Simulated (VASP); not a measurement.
# GaN (I-4m2) in VASP: single point with r2SCAN

Aim: the single point of GaN with r2SCAN.

Program: VASP 6.6.1. These are calculated values, not measurements. Logs are shortened: lines on timing, memory, paths and dates and some standing lists are left out, and cuts for length are marked.

## (1) The cell of the first run

Symmetry: I-4m2, No. 119, tetragonal system. The conventional cell has a = 3.149 Å, b = 3.149 Å, c = 4.545 Å, α = 90.00°, β = 90.00°, γ = 90.00°. Within 2.6 Å of Ga (site symmetry -4m2) lie 4 N at 1.94 Å. N (site symmetry -4m2) has 4 Ga at 1.94 Å within 2.6 Å.

## (2) Single point, r2SCAN (in-plane strain -0.01, then relaxed in part)

The input, POSCAR:

```
GaN
1.0
    2.2264555850      2.2264555850      0.0000000000
   -2.2264555850      2.2264555850      0.0000000000
    0.0000000000      2.2264555850      2.2726975127
Ga N
1 1
Direct
    0.0000000000      0.0000000000      0.0000000000
    0.2500000000      0.7500000000      0.5000000000
```

The input, INCAR.step1:

```
SYSTEM = GaN
ALGO = Normal ; EDIFF = 1E-5
ENCUT = 1460 ; GGA = PE
GGA_COMPAT = .False. ; ISMEAR = 0
LASPH = .True. ; LCHARG = .False.
LREAL = .False. ; LWAVE = .True.
NBANDS = 16 ; NELM = 120
PREC = Accurate ; SIGMA = 0.01
```

The input, INCAR.step2:

```
SYSTEM = GaN
ALGO = Normal ; EDIFF = 1E-6
ENCUT = 1460 ; GGA_COMPAT = .False.
ISIF = 2 ; ISMEAR = 0
ISTART = 1 ; LASPH = .True.
LCHARG = .True. ; LELF = .True.
LMIXTAU = .True. ; LREAL = .False.
LVHAR = .True. ; LWAVE = .False.
METAGGA = R2SCAN ; NBANDS = 16
NELM = 120 ; PREC = Accurate
SIGMA = 0.01
```

The input, KPOINTS:

```
k-points
0
Gamma
  10 10 10
  0 0 0
```

Potentials or basis: VASP PAW PBE potentials, release 64 (Ga_d, N_h).

Command:

```bash
$ cat potpaw_PBE.64/Ga_d/POTCAR potpaw_PBE.64/N_h/POTCAR > POTCAR
$ cp INCAR.step1 INCAR
$ mpirun -np 1 vasp_std > vasp.out
$ cp INCAR.step2 INCAR
$ mpirun -np 1 vasp_std > vasp.out
```

OUTCAR:

```text
SYSTEM = GaN
   EDIFF = 1E-6
   ENCUT = 1460
   ISIF = 2
   ISMEAR = 0
   ISTART = 1
   LASPH = .True.
   LREAL = .False.
   METAGGA = R2SCAN
   NELM = 120
   PREC = Accurate

 ion  position               nearest neighbor table
   1  0.000  0.000  0.000-   2 1.94   2 1.94   2 1.94   2 1.94
   2  0.250  0.750  0.500-   1 1.94   1 1.94   1 1.94   1 1.94

  LATTYP: Found a body centered tetragonal cell.
 ALAT       =     3.1486836843
 C/A-ratio  =     1.4435857905

  Lattice vectors:

 A1 = (   2.2264555850,   0.0000000000,  -2.2726975127)
 A2 = (  -2.2264555850,   0.0000000000,  -2.2726975127)
 A3 = (   0.0000000000,   2.2264555850,   2.2726975127)

Analysis of symmetry for initial positions (statically):
=====================================================================
 Subroutine PRICEL returns:
 Original cell was already a primitive cell.

 Routine SETGRP: Setting up the symmetry group for a
 body centered tetragonal supercell.

 Subroutine GETGRP returns: Found  8 space group operations
 (whereof  8 operations were pure point group operations)
 out of a pool of 16 trial point group operations.

The static configuration has the point symmetry D_2d.

Analysis of symmetry for dynamics (positions and initial velocities):
=====================================================================
 Subroutine PRICEL returns:
 Original cell was already a primitive cell.

 Routine SETGRP: Setting up the symmetry group for a
 body centered tetragonal supercell.

 Subroutine GETGRP returns: Found  8 space group operations
 (whereof  8 operations were pure point group operations)
 out of a pool of 16 trial point group operations.

The dynamic configuration has the point symmetry D_2d.

 Subroutine INISYM returns: Found  8 space group operations
 (whereof  8 operations are pure point group operations),
 and found     1 'primitive' translations

----------------------------------------------------------------------------------------

                                     Primitive cell

  volume of cell :      22.5320

  direct lattice vectors                    reciprocal lattice vectors
     2.226455585  2.226455585  0.000000000     0.224572187  0.224572187 -0.220002881
    -2.226455585  2.226455585  0.000000000    -0.224572187  0.224572187 -0.220002881
     0.000000000  2.226455585  2.272697513     0.000000000  0.000000000  0.440005762

  length of vectors
     3.148683684  3.148683684  3.181549694     0.386350362  0.386350362  0.440005762

  position of ions in fractional coordinates (direct lattice)
     0.000000000  0.000000000  0.000000000
     0.250000000  0.750000000  0.500000000

  ion indices of the primitive-cell ions
   primitive index   ion index
                 1           1
                 2           2

----------------------------------------------------------------------------------------

 KPOINTS: k-points

Automatic generation of k-mesh.
 Grid dimensions read from file:
 generate k-points for:   10   10   10

 Generating k-lattice:

  Cartesian coordinates                     Fractional coordinates (reciprocal lattice)
     0.022457219  0.022457219 -0.022000288     0.100000000  0.000000000 -0.000000000
    -0.022457219  0.022457219 -0.022000288     0.000000000  0.100000000 -0.000000000
     0.000000000  0.000000000  0.044000576     0.000000000  0.000000000  0.100000000

  Length of vectors
     0.038635036  0.038635036  0.044000576

  Shift w.r.t. Gamma in fractional coordinates (k-lattice)
     0.000000000  0.000000000  0.000000000

 Subroutine IBZKPT returns following result:
 ===========================================

 Found    102 irreducible k-points:

 Following reciprocal coordinates:
            Coordinates               Weight
  0.000000  0.000000  0.000000      1.000000
  0.100000  0.000000  0.000000      8.000000
  0.200000  0.000000  0.000000      8.000000
  0.300000  0.000000  0.000000      8.000000
  0.400000  0.000000  0.000000      8.000000
  0.500000  0.000000  0.000000      4.000000
[... 16 lines left out ...]
  0.300000  0.300000  0.000000      8.000000
  0.400000  0.300000  0.000000     16.000000
 [... further k-points ...]
   k-points           NKPTS =    102   k-points in BZ     NKDIM =    102   number of bands    NBANDS=     16
   number of dos      NEDOS =    301   number of ions     NIONS =      2
   total plane-waves  NPLWV =  64000
   dimension x,y,z NGX =    40 NGY =   40 NGZ =   40
   dimension x,y,z NGXF=    80 NGYF=   80 NGZF=   80
   ions per type =               1   1
   NGX,Y,Z   is equivalent  to a cutoff of  21.12, 21.12, 20.90 a.u.
   NGXF,Y,Z  is equivalent  to a cutoff of  42.24, 42.24, 41.80 a.u.
 SYSTEM =  GaN
   PREC   = accura    normal or accurate (medium, high low for compatibility)
   ISTART =      1    job   : 0-new  1-cont  2-samecut
   ICHARG =      0    charge: 1-file 2-atom 10-const
   ISPIN  =      1    spin polarized calculation?
   LNONCOLLINEAR =      F non collinear calculations
   LSORBIT =      F    spin-orbit coupling
   LASPH  =      T    aspherical Exc in radial PAW
   ENCUT  = 1460.0 eV 107.31 Ry   10.36 a.u.   9.81  9.81  9.91*2*pi/ulx,y,z
   NELM   =    120;   NELMIN=  2; NELMDL=  0     # of ELM steps
   EDIFF  = 0.1E-05   stopping-criterion for ELM
   LREAL  =      F    real-space projection
   EDIFFG = 0.1E-04   stopping-criterion for IOM
   NSW    =      0    number of steps for IOM
   IBRION =     -1    ionic relax: 0-MD 1-quasi-New 2-CG
   NFREE  =      0    steps in history (QN), initial steepest desc. (CG)
   ISIF   =      2    stress and relaxation
   ISYM   =      2    0-nonsym 1-usesym 2-fastsym
   POTIM  = 0.5000    time-step for ionic-motion
   TEBEG  =    0.0;   TEEND  =   0.0 temperature during run
   PSTRESS=    0.0 pullay stress
   NELECT =      18.0000    total number of electrons
   NUPDOWN=      -1.0000    fix difference up-down
   EMIN   =  10.00;   EMAX   =-10.00  energy-range for DOS
   EFERMI =   0.00;   METHOD = LEGACY
   ISMEAR =     0;   SIGMA  =   0.01  broadening in eV -4-tet -1-fermi 0-gaus
   EFERMI_NEDOS =   21; number of points for ismear=-14 and -15
   IALGO  =     38    algorithm
   IMIX   =      4    mixing-type and parameters
     AMIX     =   0.40;   BMIX     =  1.00
     AMIX_MAG =   1.60;   BMIX_MAG =  1.00
  volume/ion in A,a.u.               =      11.27        76.03
  Fermi-wavevector in a.u.,A,eV,Ry     =   1.519028  2.870547 31.394708  2.307446
  Thomas-Fermi vector in A             =   2.628069
   LORBIT       =      0    0 simple, 1 ext, 2 COOP (PROOUT), +10 PAW based schemes
   METAGGA = R2SCAN    functional components
   LHFCALC =     F    Hartree Fock is set to
   AEXX    =    0.0000 exact exchange contribution
   IVDW    =     0    specifies the selected vdW correction
   LEPSILON=     F    determine dielectric tensor
   LRPA    =     F    only Hartree local field effects (RPA)
 non-spin polarized calculation
 Gauss-broadening in eV      SIGMA  =   0.01
  energy-cutoff  :     1460.00
  volume of cell :       22.53
 maximum number of plane-waves:      2878
   NGX = 19   NGY = 19   NGZ = 19

 number of electron      18.0000000 magnetization

 Free energy of the ion-electron system (eV)
  ---------------------------------------------------
  ext. energy  EPLUGINS =         0.00000000
  ---------------------------------------------------
  free energy    TOTEN  =       -21.89472963 eV

  energy without entropy =      -21.89472963  energy(sigma->0) =      -21.89472963

 E-fermi :   5.5759     XC(G=0): -12.7198

 val. band max:        5.5217862744   @ k =   0.0000   0.0000   0.0000
 cond. band min:       7.7089873342   @ k =   0.0000   0.0000   0.0000
 fundamental gap:      2.1872010598
 Fermi energy:         5.5758579108

 k-point     1 :       0.0000    0.0000    0.0000
  band No.  band energies     occupation
      1     -11.3790      2.00000
      2      -8.3716      2.00000
      3      -8.3489      2.00000
      4      -8.3489      2.00000
      5      -7.9894      2.00000
      6      -7.9884      2.00000
[... 8 lines left out ...]
     15      24.8788      0.00000
     16      25.5857      0.00000

 k-point     2 :       0.1000    0.0000    0.0000
  band No.  band energies     occupation
      1     -11.2650      2.00000
      2      -8.3520      2.00000
      3      -8.3341      2.00000
      4      -8.3142      2.00000
      5      -7.9903      2.00000
      6      -7.9901      2.00000
[... 8 lines left out ...]
     15      24.1442      0.00000
     16      24.1874      0.00000

 k-point     3 :       0.2000    0.0000    0.0000
  band No.  band energies     occupation
      1     -10.9718      2.00000
      2      -8.3149      2.00000
      3      -8.2992      2.00000
      4      -8.1571      2.00000
      5      -7.9907      2.00000
      6      -7.9868      2.00000
[... 8 lines left out ...]
     15      23.1891      0.00000
     16      23.2583      0.00000

 k-point     4 :       0.3000    0.0000    0.0000
  band No.  band energies     occupation
      1     -10.6404      2.00000
      2      -8.2825      2.00000
      3      -8.2664      2.00000
      4      -7.9797      2.00000
      5      -7.9721      2.00000
      6      -7.7793      2.00000
[... 8 lines left out ...]
     15      23.7003      0.00000
     16      23.7199      0.00000
[... 324 lines left out ...]
 k-point    22 :      -0.2000    0.2000    0.0000
  band No.  band energies     occupation
      1     -10.8388      2.00000
      2      -8.2625      2.00000
      3      -8.2474      2.00000
      4      -8.2008      2.00000
      5      -7.9770      2.00000
      6      -7.9565      2.00000
[... 8 lines left out ...]
     15      26.9464      0.00000
     16      27.8705      0.00000

 k-point    23 :       0.3000    0.3000    0.0000
  band No.  band energies     occupation
      1     -10.2246      2.00000
      2      -8.2296      2.00000
      3      -8.1461      2.00000
      4      -8.0234      2.00000
      5      -7.9820      2.00000
      6      -6.6071      2.00000
[... 8 lines left out ...]
     15      24.2136      0.00000
     16      29.3293      0.00000

 k-point    24 :       0.4000    0.3000    0.0000
  band No.  band energies     occupation
      1     -10.1743      2.00000
      2      -8.2207      2.00000
      3      -8.1108      2.00000
      4      -8.0524      2.00000
      5      -7.9520      2.00000
      6      -6.3744      2.00000
[... 8 lines left out ...]
     15      26.3008      0.00000
     16      29.5197      0.00000

 [... further k-points ...]

------------------------ aborting loop because EDIFF is reached ----------------------------------------

  FORCE on cell =-STRESS in cart. coord.  units (eV):
  Direction    XX          YY          ZZ          XY          YZ          ZX
  --------------------------------------------------------------------------------------
  -------------------------------------------------------------------------------------
  Total        0.5380817      0.5380817      0.1472652      0.0000000      0.0000000     -0.0000000
  in kB       38.2612486     38.2612486     10.4715527      0.0000000      0.0000000     -0.0000000
  external PRESSURE =      28.9980166 kB  Pullay stress =       0.0000000 kB

 VOLUME and BASIS-vectors are now :
 -----------------------------------------------------------------------------
  energy-cutoff  :     1460.00
  volume of cell :       22.53
      direct lattice vectors                 reciprocal lattice vectors
     2.226455585  2.226455585  0.000000000     0.224572187  0.224572187 -0.220002881
    -2.226455585  2.226455585  0.000000000    -0.224572187  0.224572187 -0.220002881
     0.000000000  2.226455585  2.272697513     0.000000000  0.000000000  0.440005762

 POSITION                                       TOTAL-FORCE (eV/Angst)
 -----------------------------------------------------------------------------------
      0.00000      0.00000      0.00000         0.000000     -0.000000      0.000000
     -1.11323      3.33968      1.13635        -0.000000      0.000000      0.000000
 -----------------------------------------------------------------------------------
    total drift:                                0.000000      0.000000     -0.000000

  FREE ENERGIE OF THE ION-ELECTRON SYSTEM (eV)
  ---------------------------------------------------
  free  energy   TOTEN  =       -21.8947296261 eV

  energy  without entropy=      -21.8947296261  energy(sigma->0) =      -21.89472963
```

Run time: 6.4 min. Hardware: 1 thread of Intel Xeon Platinum 8375C at 2.90GHz (Ice Lake), shared host; peak memory 0.39 GiB.

What came out:

```yaml
Free_energy: -21.8947 eV
Pressure: 2.9 GPa
Band_gap_on_the_k_mesh: 2.19 eV
```

Stress tensor (GPa, compression positive):
```
3.83 0.00 0.00
0.00 3.83 0.00
0.00 0.00 1.05
```

Levels at points of the mesh, in eV from the valence-band top:
```
           k point  band 5  band 6  band 7  band 8  band 9  band 10  band 11  band 12  band 13  band 14
(0.00, 0.00, 0.00)  -13.51  -13.51   -0.10    0.00    0.00     2.19    11.06    11.06    11.12    18.75
(0.50, 0.00, 0.00)  -13.46  -12.38   -7.29   -1.13   -0.97     5.23     9.49    10.91    11.21    16.60
(0.50, 0.50, 0.00)  -13.43  -11.97   -6.24   -2.93   -2.92     3.70     7.19    12.76    14.79    15.30
(0.00, 0.00, 0.50)  -13.43  -12.08   -6.47   -2.76   -2.76     3.84     7.54    12.46    15.16    15.16
```

Caveat: the cell differs from its parent crystal (in-plane strain -0.01, then relaxed in part); the PAW data sets were made with another functional, which shifts forces and pressure a little.
